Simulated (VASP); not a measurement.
Set up this calculation in VASP 6.6.1, as the native input.

| Item | Value |
| --- | --- |
| Task | electric field gradients |
| Functional | LDA |
| Potentials or basis | VASP PAW LDA potentials, release 64 (Ta_pv, N) |
| Cutoff | 520 eV |
| k mesh | 5 × 5 × 8 |
| Occupations | fermi-dirac, width 0.03 eV |
| Spin | no spin polarisation |
| Dipole correction | no |
| Further INCAR settings | ALGO = Normal; EDIFF = 1e-08; NBANDS = 33 |

The structure of TaN lies in POSCAR:

```
TaN
1.0
    5.1149231080      0.0000000000      0.0000000000
   -2.5574615540      4.4296533499      0.0000000000
    0.0000000000      0.0000000000      2.8686978849
Ta N
3 3
Direct
    0.0000000000      0.0000000000      0.0000000000
    0.3333333333      0.6666666667      0.5000000000
    0.6666666667      0.3333333333      0.5000000000
    0.5000000000      0.0000000000      0.0000000000
    0.5000000000      0.5000000000      0.0000000000
    0.0000000000      0.5000000000      0.0000000000
```

The input as run:

INCAR

```
SYSTEM = TaN
ALGO = Normal
EDIFF = 1E-8
ENCUT = 520
GGA = CA
ISIF = 2
ISMEAR = -1
LASPH = .True.
LCHARG = .False.
LEFG = .True.
LREAL = .False.
LWAVE = .False.
NBANDS = 33
NELM = 100
PREC = Accurate
SIGMA = 0.03
```

KPOINTS

```
k-points
0
Gamma
  5 5 8
  0 0 0
```

Potentials or basis: VASP PAW LDA potentials, release 64 (Ta_pv, N).

Run with:

```console
$ cat potpaw_LDA.64/Ta_pv/POTCAR potpaw_LDA.64/N/POTCAR > POTCAR
$ mpirun -np 1 vasp_std > vasp.out
```

Results of the run:

```json
{"Pressure": "11.5 GPa", "Band gap on the k mesh": "zero (bands 24 and 25 overlap by 2.30 eV)", "Largest electric field gradient by atom": "Ta -342.9, -400.8 (each value once); N +34.8 V/Å²"}
```

Caveat: the cell stands under pressure; without QUAD_EFG the Cq values of the log hold for a quadrupole moment of 1 mb, not for the nuclei; spin-orbit coupling is left out, which moves the levels of the heavy elements.

Wall time 56 s on 1 thread of Intel Xeon 8259CL, on a shared host, peak memory 0.19 GiB.
